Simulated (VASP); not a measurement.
# PbS in VASP: further runs

PbS is run at these levels: PBEsol; tasks: single point.

Everything below comes from runs of VASP 6.6.1. Logs are shortened: lines on timing, memory, paths and dates and some standing lists are left out, and cuts for length are marked.

## Step 1: The cell of the first run

The cell holds a slab with vacuum, 4 atoms: a = 4.130 Å, b = 4.130 Å, c = 11.759 Å, α = 93.75°, β = 93.75°, γ = 89.21°.

## Step 2: Single point, PBEsol

INCAR reads:

```
SYSTEM = PbS
PREC = Accurate ; ENCUT = 520
EDIFF = 1E-7 ; ISMEAR = 0
SIGMA = 0.01 ; LREAL = .FALSE.
LASPH = .TRUE. ; NELM = 100
ALGO = Normal ; ISIF = 2
LWAVE = .FALSE. ; LCHARG = .TRUE.
GGA = PS ; LELF = .TRUE.
LVHAR = .TRUE. ; NBANDS = 28
```

KPOINTS reads:

```
Automatic mesh
0
G
  2 2 1
  0 0 0
```

POSCAR reads:

```
PbS
1.0
    2.9405000000     -2.9000000000      0.0000000000
    2.9405000000      2.9000000000      0.0000000000
   -1.0800500000      0.0000000000     11.7092900000
Pb S
2 2
Direct
    0.7756000000      0.7756000000      0.6363800000
    0.2244000000      0.2244000000      0.3636200000
    0.2684000000      0.2684000000      0.5986000000
    0.7316000000      0.7316000000      0.4014000000
```

Potentials or basis: VASP PAW PBE potentials, release 64 (Pb_d, S).

Launch:

```console
$ cat potpaw_PBE.64/Pb_d/POTCAR potpaw_PBE.64/S/POTCAR > POTCAR
$ mpirun -np 1 vasp_std > vasp.out
```

OUTCAR:

```text
SYSTEM = PbS
   PREC = Accurate
   ENCUT = 520
   EDIFF = 1E-7
   ISMEAR = 0
   LREAL = .FALSE.
   LASPH = .TRUE.
   NELM = 100
   ISIF = 2
   GGA = PS

 ion  position               nearest neighbor table
   1  0.776  0.776  0.636-   4 2.75   3 2.93   3 2.93   3 2.97   3 2.98
   2  0.224  0.224  0.364-   3 2.75   4 2.93   4 2.93   4 2.97   4 2.98
   3  0.268  0.268  0.599-   2 2.75   1 2.93   1 2.93   1 2.97   1 2.98
   4  0.732  0.732  0.401-   1 2.75   2 2.93   2 2.93   2 2.97   2 2.98

  LATTYP: Found a base centered monoclinic cell.
 ALAT       =     5.8810000000
 B/A-ratio  =     0.9862268322
 C/A-ratio  =     1.9994891546
 COS(beta)  =    -0.0918488301

  Lattice vectors:

 A1 = (   2.9405000000,  -2.9000000000,   0.0000000000)
 A2 = (   2.9405000000,   2.9000000000,   0.0000000000)
 A3 = (  -1.0800500000,   0.0000000000,  11.7092900000)

Analysis of symmetry for initial positions (statically):
=====================================================================
 Subroutine PRICEL returns:
 Original cell was already a primitive cell.

 Routine SETGRP: Setting up the symmetry group for a
 base centered monoclinic supercell.

 Subroutine GETGRP returns: Found  4 space group operations
 (whereof  4 operations were pure point group operations)
 out of a pool of  4 trial point group operations.

The static configuration has the point symmetry C_2h.

Analysis of symmetry for dynamics (positions and initial velocities):
=====================================================================
 Subroutine PRICEL returns:
 Original cell was already a primitive cell.

 Routine SETGRP: Setting up the symmetry group for a
 base centered monoclinic supercell.

 Subroutine GETGRP returns: Found  4 space group operations
 (whereof  4 operations were pure point group operations)
 out of a pool of  4 trial point group operations.

The dynamic configuration has the point symmetry C_2h.

 Subroutine INISYM returns: Found  4 space group operations
 (whereof  4 operations are pure point group operations),
 and found     1 'primitive' translations

----------------------------------------------------------------------------------------

                                     Primitive cell

  volume of cell :     199.7008

  direct lattice vectors                    reciprocal lattice vectors
     2.940500000 -2.900000000  0.000000000     0.170039109 -0.172413793  0.015684191
     2.940500000  2.900000000  0.000000000     0.170039109  0.172413793  0.015684191
    -1.080050000  0.000000000 11.709290000     0.000000000  0.000000000  0.085402275

  length of vectors
     4.129956447  4.129956447 11.758995718     0.242663983  0.242663983  0.085402275

  position of ions in fractional coordinates (direct lattice)
     0.775600000  0.775600000  0.636380000
     0.224400000  0.224400000  0.363620000
     0.268400000  0.268400000  0.598600000
     0.731600000  0.731600000  0.401400000

  ion indices of the primitive-cell ions
   primitive index   ion index
                 1           1
                 2           2
                 3           3
                 4           4

----------------------------------------------------------------------------------------

 KPOINTS: Automatic mesh

Automatic generation of k-mesh.
 Grid dimensions read from file:
 generate k-points for:    2    2    1

 Generating k-lattice:

  Cartesian coordinates                     Fractional coordinates (reciprocal lattice)
     0.085019554 -0.086206897  0.007842095     0.500000000  0.000000000  0.000000000
     0.085019554  0.086206897  0.007842095     0.000000000  0.500000000  0.000000000
     0.000000000  0.000000000  0.085402275     0.000000000  0.000000000  1.000000000

  Length of vectors
     0.121331991  0.121331991  0.085402275

  Shift w.r.t. Gamma in fractional coordinates (k-lattice)
     0.000000000  0.000000000  0.000000000

 Subroutine IBZKPT returns following result:
 ===========================================

 Found      3 irreducible k-points:

 Following reciprocal coordinates:
            Coordinates               Weight
  0.000000  0.000000  0.000000      1.000000
  0.500000  0.000000  0.000000      2.000000
  0.500000  0.500000  0.000000      1.000000
   k-points           NKPTS =      3   k-points in BZ     NKDIM =      3   number of bands    NBANDS=     28
   number of dos      NEDOS =    301   number of ions     NIONS =      4
   total plane-waves  NPLWV =  92160
   dimension x,y,z NGX =    32 NGY =   32 NGZ =   90
   dimension x,y,z NGXF=    64 NGYF=   64 NGZF=  180
   ions per type =               2   2
   NGX,Y,Z   is equivalent  to a cutoff of  12.88, 12.88, 12.72 a.u.
   NGXF,Y,Z  is equivalent  to a cutoff of  25.76, 25.76, 25.45 a.u.
 SYSTEM =  PbS
   PREC   = accura    normal or accurate (medium, high low for compatibility)
   ISTART =      0    job   : 0-new  1-cont  2-samecut
   ICHARG =      2    charge: 1-file 2-atom 10-const
   ISPIN  =      1    spin polarized calculation?
   LNONCOLLINEAR =      F non collinear calculations
   LSORBIT =      F    spin-orbit coupling
   LASPH  =      T    aspherical Exc in radial PAW
   ENCUT  =  520.0 eV  38.22 Ry    6.18 a.u.   7.68  7.68 21.86*2*pi/ulx,y,z
   NELM   =    100;   NELMIN=  2; NELMDL= -5     # of ELM steps
   EDIFF  = 0.1E-06   stopping-criterion for ELM
   LREAL  =      F    real-space projection
   EDIFFG = 0.1E-05   stopping-criterion for IOM
   NSW    =      0    number of steps for IOM
   IBRION =     -1    ionic relax: 0-MD 1-quasi-New 2-CG
   NFREE  =      0    steps in history (QN), initial steepest desc. (CG)
   ISIF   =      2    stress and relaxation
   ISYM   =      2    0-nonsym 1-usesym 2-fastsym
   POTIM  = 0.5000    time-step for ionic-motion
   TEBEG  =    0.0;   TEEND  =   0.0 temperature during run
   PSTRESS=    0.0 pullay stress
   NELECT =      40.0000    total number of electrons
   NUPDOWN=      -1.0000    fix difference up-down
   EMIN   =  10.00;   EMAX   =-10.00  energy-range for DOS
   EFERMI =   0.00;   METHOD = LEGACY
   ISMEAR =     0;   SIGMA  =   0.01  broadening in eV -4-tet -1-fermi 0-gaus
   EFERMI_NEDOS =   21; number of points for ismear=-14 and -15
   IALGO  =     38    algorithm
   IMIX   =      4    mixing-type and parameters
     AMIX     =   0.40;   BMIX     =  1.00
     AMIX_MAG =   1.60;   BMIX_MAG =  1.00
  volume/ion in A,a.u.               =      49.93       336.91
  Fermi-wavevector in a.u.,A,eV,Ry     =   0.957859  1.810091 12.483262  0.917494
  Thomas-Fermi vector in A             =   2.086915
   LORBIT       =      0    0 simple, 1 ext, 2 COOP (PROOUT), +10 PAW based schemes
   GGA     = PS    functional components
   LHFCALC =     F    Hartree Fock is set to
   AEXX    =    0.0000 exact exchange contribution
   IVDW    =     0    specifies the selected vdW correction
   LEPSILON=     F    determine dielectric tensor
   LRPA    =     F    only Hartree local field effects (RPA)
 non-spin polarized calculation
 Gauss-broadening in eV      SIGMA  =   0.01
  energy-cutoff  :      520.00
  volume of cell :      199.70
 maximum number of plane-waves:      5390
 NGX is ok and might be reduce to    32
   NGX = 15   NGY = 15   NGZ = 43

 number of electron      40.0000009 magnetization

 Free energy of the ion-electron system (eV)
  ---------------------------------------------------
  ext. energy  EPLUGINS =         0.00000000
  ---------------------------------------------------
  free energy    TOTEN  =       -17.75993540 eV

  energy without entropy =      -17.75993540  energy(sigma->0) =      -17.75993540

 E-fermi :   0.7319     XC(G=0):  -5.9679

 val. band max:        0.6615236924   @ k =   0.0000   0.0000   0.0000
 cond. band min:       1.9572138904   @ k =   0.0000   0.0000   0.0000
 fundamental gap:      1.2956901980
 Fermi energy:         0.7318619690

 k-point     1 :       0.0000    0.0000    0.0000
  band No.  band energies     occupation
      1     -15.7624      2.00000
      2     -15.7191      2.00000
      3     -15.7103      2.00000
      4     -15.6791      2.00000
      5     -15.6643      2.00000
      6     -15.6562      2.00000
[... 20 lines left out ...]
     27       6.8484      0.00000
     28       7.0962      0.00000

 k-point     2 :       0.5000    0.0000    0.0000
  band No.  band energies     occupation
      1     -15.7073      2.00000
      2     -15.7070      2.00000
      3     -15.6932      2.00000
      4     -15.6932      2.00000
      5     -15.6685      2.00000
      6     -15.6684      2.00000
[... 20 lines left out ...]
     27       6.1129      0.00000
     28       6.3238      0.00000

 k-point     3 :       0.5000    0.5000    0.0000
  band No.  band energies     occupation
      1     -15.7960      2.00000
      2     -15.7959      2.00000
      3     -15.6704      2.00000
      4     -15.6661      2.00000
      5     -15.6474      2.00000
      6     -15.6451      2.00000
[... 20 lines left out ...]
     27       8.0967      0.00000
     28       8.2299      0.00000

------------------------ aborting loop because EDIFF is reached ----------------------------------------

  FORCE on cell =-STRESS in cart. coord.  units (eV):
  Direction    XX          YY          ZZ          XY          YZ          ZX
  --------------------------------------------------------------------------------------
  -------------------------------------------------------------------------------------
  Total        0.4040484      1.5242730     -4.6549885      0.0000000      0.0000000     -0.0084618
  in kB        3.2416362     12.2290747    -37.3464609      0.0000000      0.0000000     -0.0678882
  external PRESSURE =      -7.2919167 kB  Pullay stress =       0.0000000 kB

 VOLUME and BASIS-vectors are now :
 -----------------------------------------------------------------------------
  energy-cutoff  :      520.00
  volume of cell :      199.70
      direct lattice vectors                 reciprocal lattice vectors
     2.940500000 -2.900000000  0.000000000     0.170039109 -0.172413793  0.015684191
     2.940500000  2.900000000  0.000000000     0.170039109  0.172413793  0.015684191
    -1.080050000  0.000000000 11.709290000     0.000000000  0.000000000  0.085402275

 POSITION                                       TOTAL-FORCE (eV/Angst)
 -----------------------------------------------------------------------------------
      3.87398      0.00000      7.45156         0.001017      0.000000     -0.579842
      0.92697      0.00000      4.25773        -0.001017      0.000000      0.579842
      0.93194      0.00000      7.00918        -0.006384      0.000000     -1.186258
      3.86901      0.00000      4.70011         0.006384      0.000000      1.186258
 -----------------------------------------------------------------------------------
    total drift:                                0.000000      0.000000      0.000000

  FREE ENERGIE OF THE ION-ELECTRON SYSTEM (eV)
  ---------------------------------------------------
  free  energy   TOTEN  =       -17.7599353964 eV

  energy  without entropy=      -17.7599353964  energy(sigma->0) =      -17.75993540
```

Wall time 41 s (1 thread of AMD EPYC 7R43 (Zen 3), shared host); peak memory 0.24 GiB.

What came out:

| Property | Result |
| --- | --- |
| Free energy | -17.7599 eV |
| Largest force | 1.186 eV/Å |
| Band gap on the k mesh | 1.30 eV, direct |

Forces in eV/Å, atoms in the order of the input:
```
Pb   0.001  0.000 -0.580
Pb  -0.001  0.000  0.580
S   -0.006  0.000 -1.186
S    0.006  0.000  1.186
```

Levels at points of the mesh, in eV from the valence-band top:
| k point | band 16 | band 17 | band 18 | band 19 | band 20 | band 21 | band 22 | band 23 | band 24 | band 25 |
| --- | --- | --- | --- | --- | --- | --- | --- | --- | --- | --- |
| (0.00, 0.00, 0.00) | -2.59 | -2.45 | -1.47 | -1.35 | 0.00 | 1.30 | 3.11 | 4.80 | 5.07 | 5.33 |
| (0.50, 0.00, 0.00) | -1.95 | -0.99 | -0.99 | -0.37 | -0.37 | 1.93 | 1.93 | 2.98 | 2.98 | 3.29 |
| (0.50, 0.50, 0.00) | -4.33 | -3.02 | -2.98 | -1.56 | -1.45 | 3.63 | 3.75 | 4.52 | 4.60 | 4.62 |

Caveat: the k points lie up to 0.76 Å⁻¹ apart; the PAW data sets were made with another functional, which shifts forces and pressure a little; spin-orbit coupling is left out, which moves the levels of the heavy elements.

## Step 3: Single point, PBEsol

INCAR reads:

```
SYSTEM = PbS
PREC = Accurate ; ENCUT = 520
EDIFF = 1E-7 ; ISMEAR = 0
SIGMA = 0.01 ; LREAL = .False.
LASPH = .True. ; NELM = 60
ALGO = Normal ; ISIF = 2
LWAVE = .False. ; LCHARG = .False.
GGA = PS ; NBANDS = 28
```

KPOINTS reads:

```
regular mesh
0
Gamma
  4 4 1
  0 0 0
```

POSCAR is that of step 2.

Potentials or basis: VASP PAW PBE potentials, release 64 (Pb_d, S).

Launch:

```console
$ cat potpaw_PBE.64/Pb_d/POTCAR potpaw_PBE.64/S/POTCAR > POTCAR
$ mpirun -np 1 vasp_std > vasp.out
```

Wall time 70 s (1 thread of AMD EPYC 7R43 (Zen 3), shared host); peak memory 0.25 GiB.

It converged, with:

| Quantity | Value |
| --- | --- |
| Free energy | -18.4454 eV |
| Largest force | 0.674 eV/Å |
| Band gap on the k mesh | 1.38 eV, direct |

Forces on the atoms (eV/Å):
```
Pb  -0.002  0.000 -0.674
Pb   0.002  0.000  0.674
S   -0.004  0.000 -0.225
S    0.004  0.000  0.225
```

Levels at points of the mesh, in eV from the valence-band top:
| k point | band 16 | band 17 | band 18 | band 19 | band 20 | band 21 | band 22 | band 23 | band 24 | band 25 |
| --- | --- | --- | --- | --- | --- | --- | --- | --- | --- | --- |
| (0.00, 0.00, 0.00) | -2.59 | -2.44 | -1.46 | -1.34 | 0.00 | 1.38 | 3.14 | 4.85 | 5.15 | 5.40 |
| (0.50, 0.00, 0.00) | -1.95 | -1.01 | -1.01 | -0.37 | -0.37 | 2.02 | 2.02 | 3.09 | 3.09 | 3.36 |
| (0.50, 0.50, 0.00) | -4.30 | -2.97 | -2.94 | -1.55 | -1.44 | 3.70 | 3.81 | 4.58 | 4.66 | 4.66 |

Caveat: the PAW data sets were made with another functional, which shifts forces and pressure a little; spin-orbit coupling is left out, which moves the levels of the heavy elements.

## Step 4: Single point, PBEsol

INCAR reads:

```
SYSTEM = PbS
PREC = Accurate ; ENCUT = 520
EDIFF = 1E-7 ; ISMEAR = 0
SIGMA = 0.01 ; LREAL = .FALSE.
LASPH = .TRUE. ; NELM = 80
ALGO = Normal ; ISIF = 2
LWAVE = .FALSE. ; LCHARG = .FALSE.
GGA = PS ; NBANDS = 28
```

KPOINTS reads:

```
regular mesh
0
G
  4 4 2
  0 0 0
```

POSCAR is that of step 3.

Launch:

```console
$ cat potpaw_PBE.64/Pb_d/POTCAR potpaw_PBE.64/S/POTCAR > POTCAR
$ mpirun -np 1 vasp_std > vasp.out
```

It took 2 min on 1 thread of AMD EPYC 7R43 (Zen 3), shared host; peak memory 0.27 GiB.

The run converged. Its results:

```yaml
Free_energy: -18.4445 eV
Largest_force: 0.673 eV/Å
Band_gap_on_the_k_mesh: 1.26 eV, direct
```

Forces on the atoms (eV/Å):
```
Pb  -0.001  0.000 -0.673
Pb   0.001  0.000  0.673
S   -0.004  0.000 -0.228
S    0.004  0.000  0.228
```

Levels at points of the mesh, in eV from the valence-band top:
```csv
k point,band 17,band 18,band 19,band 20,band 21,band 22,band 23,band 24
"(0.00, 0.00, 0.00)",-2.44,-1.46,-1.34,0.00,1.38,3.15,4.85,5.15
"(0.50, 0.00, 0.00)",-1.01,-1.01,-0.37,-0.37,2.02,2.02,3.09,3.09
"(0.50, 0.50, 0.00)",-2.97,-2.94,-1.55,-1.44,3.70,3.81,4.58,4.65
"(0.00, 0.00, 0.50)",-2.44,-1.46,-1.34,0.00,1.26,3.87,4.49,4.85
"(0.50, 0.00, 0.50)",-1.01,-1.01,-0.37,-0.37,2.01,2.02,3.09,3.09
"(0.50, 0.50, 0.50)",-2.97,-2.94,-1.55,-1.44,3.69,3.79,4.59,4.64
```

Caveat: the PAW data sets were made with another functional, which shifts forces and pressure a little; spin-orbit coupling is left out, which moves the levels of the heavy elements.

## Step 5: The runs side by side

```tsv
k mesh	gap on the mesh (eV)	largest force (eV/Å)
2 × 2 × 1	1.30	1.19
4 × 4 × 1	1.38	0.67
4 × 4 × 2	1.26	0.67
```

Alike in all rows: task single point; level PBEsol; potentials or basis VASP PAW PBE potentials, release 64 (Pb_d, S); no spin polarisation; cell as given; cutoff (eV) 520; smearing gaussian 0.01 eV.

Caveats: some runs use coarse meshes; the PAW data sets were made with another functional, which shifts forces and pressure a little; spin-orbit coupling is left out, which moves the levels of the heavy elements.

Absolute energies hang on the potentials; compare differences alone.
